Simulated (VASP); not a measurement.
# In (Fd-3m) in VASP: a series of runs

Runs on In. Level: PBE. Tasks: single point.

Everything below comes from runs of VASP 6.6.1. Logs are shortened: lines on timing, memory, paths and dates and some standing lists are left out, and cuts for length are marked.

## (1) The cell of the first run

It takes space group Fd-3m (No. 227, cubic). Conventional cell: a = 4.803 Å, b = 4.803 Å, c = 4.803 Å, α = 90.00°, β = 90.00°, γ = 90.00°. In (site symmetry -43m) has 4 In at 2.08 Å within 2.8 Å.

This isn't the form of In at room conditions, which is tetragonal.

## (2) Single point, PBE

INCAR reads:

```
ALGO = Normal
EDIFF = 1E-6
ENCUT = 520
GGA = PE
ISIF = 2
ISMEAR = -1
LASPH = True
LCHARG = True
LELF = True
LREAL = False
LVHAR = True
LWAVE = False
NBANDS = 20
NELM = 100
PREC = Accurate
SIGMA = 0.05
```

KPOINTS reads:

```
k-points
0
Gamma
  14 14 14
```

POSCAR reads:

```
In
1.0
    0.0000000000      2.4016911998      2.4016911998
    2.4016911998      0.0000000000      2.4016911998
    2.4016911998      2.4016911998      0.0000000000
In
2
Direct
   -0.1250000000     -0.1250000000     -0.1250000000
    0.1250000000      0.1250000000      0.1250000000
```

Potentials or basis: VASP PAW PBE potentials, release 64 (In_d).

On the command line:

```bash
> cat potpaw_PBE.64/In_d/POTCAR > POTCAR
> mpirun -np 1 vasp_std > vasp.out
```

OUTCAR:

```text
EDIFF = 1E-6
   ENCUT = 520
   GGA = PE
   ISIF = 2
   ISMEAR = -1
   LASPH = True
   LREAL = False
   NELM = 100
   PREC = Accurate

 ion  position               nearest neighbor table
   1  0.875  0.875  0.875-   2 2.08   2 2.08   2 2.08   2 2.08   2 3.98   2 3.98   2 3.98   2 3.98
                             2 3.98   2 3.98   2 3.98   2 3.98   2 3.98   2 3.98   2 3.98   2 3.98
   2  0.125  0.125  0.125-   1 2.08   1 2.08   1 2.08   1 2.08   1 3.98   1 3.98   1 3.98   1 3.98
                             1 3.98   1 3.98   1 3.98   1 3.98   1 3.98   1 3.98   1 3.98   1 3.98

  LATTYP: Found a face centered cubic cell.
 ALAT       =     4.8033823996

  Lattice vectors:

 A1 = (   0.0000000000,   2.4016911998,   2.4016911998)
 A2 = (   2.4016911998,   0.0000000000,   2.4016911998)
 A3 = (   2.4016911998,   2.4016911998,   0.0000000000)

Analysis of symmetry for initial positions (statically):
=====================================================================
 Subroutine PRICEL returns:
 Original cell was already a primitive cell.

 Routine SETGRP: Setting up the symmetry group for a
 face centered cubic supercell.

 Subroutine GETGRP returns: Found 48 space group operations
 (whereof 12 operations were pure point group operations)
 out of a pool of 48 trial point group operations.

The static configuration has the point symmetry D_3d.
 The point group associated with its full space group is O_h .

Analysis of symmetry for dynamics (positions and initial velocities):
=====================================================================
 Subroutine PRICEL returns:
 Original cell was already a primitive cell.

 Routine SETGRP: Setting up the symmetry group for a
 face centered cubic supercell.

 Subroutine GETGRP returns: Found 48 space group operations
 (whereof 12 operations were pure point group operations)
 out of a pool of 48 trial point group operations.

The dynamic configuration has the point symmetry D_3d.
 The point group associated with its full space group is O_h .

 Subroutine INISYM returns: Found 48 space group operations
 (whereof 12 operations are pure point group operations),
 and found     1 'primitive' translations

----------------------------------------------------------------------------------------

                                     Primitive cell

  volume of cell :      27.7065

[... 84 lines left out ...]
   LSORBIT =      F    spin-orbit coupling
   LASPH  =      T    aspherical Exc in radial PAW
   ENCUT  =  520.0 eV  38.22 Ry    6.18 a.u.   6.32  6.32  6.32*2*pi/ulx,y,z
   NELM   =    100;   NELMIN=  2; NELMDL= -5     # of ELM steps
   EDIFF  = 0.1E-05   stopping-criterion for ELM
   LREAL  =      F    real-space projection
   EDIFFG = 0.1E-04   stopping-criterion for IOM
   NSW    =      0    number of steps for IOM
   IBRION =     -1    ionic relax: 0-MD 1-quasi-New 2-CG
   NFREE  =      0    steps in history (QN), initial steepest desc. (CG)
   ISIF   =      2    stress and relaxation
   ISYM   =      2    0-nonsym 1-usesym 2-fastsym
   POTIM  = 0.5000    time-step for ionic-motion
   TEBEG  =    0.0;   TEEND  =   0.0 temperature during run
   PSTRESS=    0.0 pullay stress
   NELECT =      26.0000    total number of electrons
   NUPDOWN=      -1.0000    fix difference up-down
   EMIN   =  10.00;   EMAX   =-10.00  energy-range for DOS
   EFERMI =   0.00;   METHOD = LEGACY
   ISMEAR =    -1;   SIGMA  =   0.05  broadening in eV -4-tet -1-fermi 0-gaus
   EFERMI_NEDOS =   21; number of points for ismear=-14 and -15
   IALGO  =     38    algorithm
   IMIX   =      4    mixing-type and parameters
     AMIX     =   0.40;   BMIX     =  1.00
     AMIX_MAG =   1.60;   BMIX_MAG =  1.00
  volume/ion in A,a.u.               =      13.85        93.49
  Fermi-wavevector in a.u.,A,eV,Ry     =   1.602773  3.028802 34.951767  2.568882
  Thomas-Fermi vector in A             =   2.699541
   LORBIT       =      0    0 simple, 1 ext, 2 COOP (PROOUT), +10 PAW based schemes
   GGA     = PE    functional components
   LHFCALC =     F    Hartree Fock is set to
   AEXX    =    0.0000 exact exchange contribution
   IVDW    =     0    specifies the selected vdW correction
   LEPSILON=     F    determine dielectric tensor
   LRPA    =     F    only Hartree local field effects (RPA)
 non-spin polarized calculation
  energy-cutoff  :      520.00
  volume of cell :       27.71
 maximum number of plane-waves:       758
 NGX is ok and might be reduce to    28
   NGX = 13   NGY = 13   NGZ = 13

 number of electron      25.9999994 magnetization

 Free energy of the ion-electron system (eV)
  ---------------------------------------------------
  ext. energy  EPLUGINS =         0.00000000
  ---------------------------------------------------
  free energy    TOTEN  =        11.57592786 eV

  energy without entropy =       11.58104250  energy(sigma->0) =       11.57848518

 E-fermi :  17.6100     XC(G=0): -13.4385

 val. band max:       17.5926081850   @ k =  -0.3571   0.1429   0.0000
 cond. band min:      17.6140712951   @ k =  -0.2857   0.1429   0.0000
 fundamental gap:      0.0214631101
 Fermi energy:        17.6099913715

 k-point     1 :       0.0000    0.0000    0.0000
  band No.  band energies     occupation
      1      -1.7721      2.00000
      2      -1.7721      2.00000
      3      -1.7505      2.00000
      4      -1.7505      2.00000
      5      -1.7505      2.00000
      6       1.2343      2.00000
[... 541 lines left out ...]
     19      29.9497      0.00000
     20      31.2666      0.00000

 [... further k-points ...]

------------------------ aborting loop because EDIFF is reached ----------------------------------------

  FORCE on cell =-STRESS in cart. coord.  units (eV):
  Direction    XX          YY          ZZ          XY          YZ          ZX
  --------------------------------------------------------------------------------------
  -------------------------------------------------------------------------------------
  Total       48.7822480     48.7822480     48.7822480     -0.0000000     -0.0000000     -0.0000000
  in kB     2820.9208190   2820.9208190   2820.9208190     -0.0000000     -0.0000000     -0.0000000
  external PRESSURE =    2820.9208190 kB  Pullay stress =       0.0000000 kB

 VOLUME and BASIS-vectors are now :
 -----------------------------------------------------------------------------
  energy-cutoff  :      520.00
  volume of cell :       27.71
      direct lattice vectors                 reciprocal lattice vectors
     0.000000000  2.401691200  2.401691200    -0.208186631  0.208186631  0.208186631
     2.401691200  0.000000000  2.401691200     0.208186631 -0.208186631  0.208186631
     2.401691200  2.401691200  0.000000000     0.208186631  0.208186631 -0.208186631

 POSITION                                       TOTAL-FORCE (eV/Angst)
 -----------------------------------------------------------------------------------
      4.20296      4.20296      4.20296        -0.000000      0.000000     -0.000000
      0.60042      0.60042      0.60042         0.000000     -0.000000      0.000000
 -----------------------------------------------------------------------------------
    total drift:                                0.000000     -0.000000     -0.000000

  FREE ENERGIE OF THE ION-ELECTRON SYSTEM (eV)
  ---------------------------------------------------
  free  energy   TOTEN  =        11.5759278597 eV

  energy  without entropy=       11.5810425011  energy(sigma->0) =       11.57848518
```

stdout:

```text
POSCAR found type information on POSCAR In
 POSCAR found :  1 types and       2 ions
 scaLAPACK will be used
 LDA part: xc-table for (Slater+PW92), standard interpolation
 POSCAR, INCAR and KPOINTS ok, starting setup
 FFT: planning ... GRIDC
 FFT: planning ... GRID_SOFT
 FFT: planning ... GRID
 WAVECAR not read
 entering main loop
```

Wall time 1.8 min (1 thread of Intel Xeon 8259CL, shared host); peak memory 0.19 GiB.

What came out:

```
Free energy            : 11.5759 eV
Pressure               : 282.1 GPa
Band gap on the k mesh : zero (bands 13 and 14 overlap by 11.44 eV)
```

Levels at points of the mesh, in eV from the Fermi level:
| k point | band 10 | band 11 | band 12 | band 13 | band 14 | band 15 | band 16 | band 17 |
| --- | --- | --- | --- | --- | --- | --- | --- | --- |
| (0.00, 0.00, 0.00) | -15.23 | -15.23 | 7.34 | 7.34 | 7.34 | 7.48 | 7.48 | 7.48 |
| (0.50, 0.00, 0.00) | -15.32 | -9.07 | -8.88 | 2.94 | 2.94 | 6.11 | 8.17 | 8.17 |
| (0.50, 0.50, 0.00) | -15.10 | -7.16 | -7.16 | -2.10 | -2.10 | 4.24 | 4.24 | 18.50 |

Caveat: the cell stands under pressure; spin-orbit coupling is left out, which moves the levels of the heavy elements.

## (3) Single point, PBE

INCAR reads:

```
SYSTEM = In
ALGO     = Normal         ! electronic algorithm
EDIFF    = 1E-6           ! SCF threshold, eV
ENCUT    = 520            ! plane-wave cutoff, eV
GGA      = PE             ! functional
ISIF     = 2              ! what is computed and relaxed
ISMEAR   = -1             ! smearing method
LASPH    = .True.         ! aspherical terms in the spheres
LCHARG   = .True.         ! write CHGCAR
LELF     = .True.         ! ELF
LREAL    = .False.        ! projectors in reciprocal space
LVHAR    = .True.       
LWAVE    = .False.        ! write WAVECAR
NBANDS   = 20             ! bands
NELM     = 80             ! most SCF steps
PREC     = Accurate       ! precision mode
SIGMA    = 0.05           ! smearing width, eV
```

KPOINTS reads:

```
k-points
0
Gamma
  14 14 14
  0 0 0
```

POSCAR reads:

```
In
1.0
    0.0000000000      2.4029078491      2.4029078491
    2.4029078491      0.0000000000      2.4029078491
    2.4029078491      2.4029078491      0.0000000000
In
2
Direct
   -0.1250000000     -0.1250000000     -0.1250000000
    0.1250000000      0.1250000000      0.1250000000
```

Potentials or basis: VASP PAW PBE potentials, release 64 (In_d).

On the command line:

```bash
> cat potpaw_PBE.64/In_d/POTCAR > POTCAR
> mpirun -np 1 vasp_std > vasp.out
```

It took 96 s on 1 thread of Intel Xeon 8259CL, shared host; peak memory 0.19 GiB.

The run converged. Its results:

| Quantity | Value |
| --- | --- |
| Free energy | 11.5019 eV |
| Pressure | 280.6 GPa |
| Band gap on the k mesh | zero (bands 13 and 14 overlap by 11.43 eV) |

Levels at points of the mesh, in eV from the Fermi level:
| k point | band 9 | band 10 | band 11 | band 12 | band 13 | band 14 | band 15 | band 16 | band 17 | band 18 |
| --- | --- | --- | --- | --- | --- | --- | --- | --- | --- | --- |
| (0.00, 0.00, 0.00) | -15.49 | -15.23 | -15.23 | 7.33 | 7.33 | 7.33 | 7.48 | 7.48 | 7.48 | 8.80 |
| (0.50, 0.00, 0.00) | -15.31 | -15.31 | -9.07 | -8.87 | 2.93 | 2.93 | 6.12 | 8.17 | 8.17 | 9.98 |
| (0.50, 0.50, 0.00) | -15.09 | -15.09 | -7.15 | -7.15 | -2.09 | -2.09 | 4.23 | 4.23 | 18.49 | 18.49 |

Caveat: the cell stands under pressure; spin-orbit coupling is left out, which moves the levels of the heavy elements.

The gap in the log of VASP goes by the Fermi energy; the results here count the filled bands.